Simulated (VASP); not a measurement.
Crystal: SnO (Romarchite).

```xyz
4
Lattice="3.7926 0.0000 0.0000 0.0000 3.7926 0.0000 0.0000 0.0000 4.7582" Properties=species:S:1:pos:R:3 pbc="T T T"
Sn    1.8963    0.0000    1.1469
Sn    0.0000    1.8963    3.6113
O     0.0000    0.0000    0.0000
O     1.8963    1.8963    0.0000
```

Base run:

- Program: VASP 6.6.1
- Functional: PBE
- Potentials or basis: VASP PAW PBE potentials, release 64 (Sn_d, O)
- Cutoff: 520 eV
- k mesh: 6 × 6 × 6
- Occupations: fermi-dirac, width 0.02 eV
- Spin: no spin polarisation

Its results: band gap on the k mesh zero (band 20 reaches 7.50 eV, above the bottom of band 21 at 7.44 eV); pressure 5.6 GPa; largest force 0.583 eV/Å.

Q: The run is repeated on the same cell with these changes: functional from PBE to r2SCAN; further incar settings from ALGO = Normal; EDIFF = 1e-06; NBANDS = 28 to ALGO = Normal; EDIFF = 1e-07; NBANDS = 28. What comes out?

A: Band gap on the k mesh 0.03 eV, indirect (least direct gap 2.20 eV); pressure 1.8 GPa; largest force 0.119 eV/Å.

Caveats: spin-orbit coupling is left out, which moves the levels of the heavy elements; the PAW data sets were made with another functional, which shifts forces and pressure a little (some runs).

A k mesh can miss the band edges.
